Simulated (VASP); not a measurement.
A run of VASP 6.6.1:

INCAR

```
PREC = Accurate
ENCUT = 750
EDIFF = 1E-7
ISMEAR = 0
SIGMA = 0.02
LREAL = F
LASPH = T
NELM = 120
ALGO = Normal
ISIF = 3
LWAVE = F
LCHARG = F
GGA = PE
IBRION = 2
NSW = 100
EDIFFG = -0.005
GGA_COMPAT = F
NELMIN = 4
```

Contents of KPOINTS:

```
regular mesh
0
Gamma
  8 8 8
```

Contents of POSCAR:

```
LiBr
1.0
    0.0000000000      2.7226905798      2.7226905798
    2.7226905798      0.0000000000      2.7226905798
    2.7226905798      2.7226905798      0.0000000000
Li Br
1 1
Direct
    0.0000000000      0.0000000000      0.0000000000
    0.5000000000      0.5000000000      0.5000000000
```

Potentials or basis: VASP PAW PBE potentials, release 64 (Li_sv, Br).

Command:

```console
$ cat potpaw_PBE.64/Li_sv/POTCAR potpaw_PBE.64/Br/POTCAR > POTCAR
$ mpirun -np 1 vasp_std > vasp.out
```

Hardware: 1 thread of Intel(R) Xeon(R) 6975P-C (Granite Rapids), on a shared host.

Estimate the wall time of this run.

Wall time 22 s on 1 thread of Intel(R) Xeon(R) 6975P-C (Granite Rapids) (shared host), peak memory 0.22 GiB. Counts: scf iterations 35, k points 29, ion steps 4.
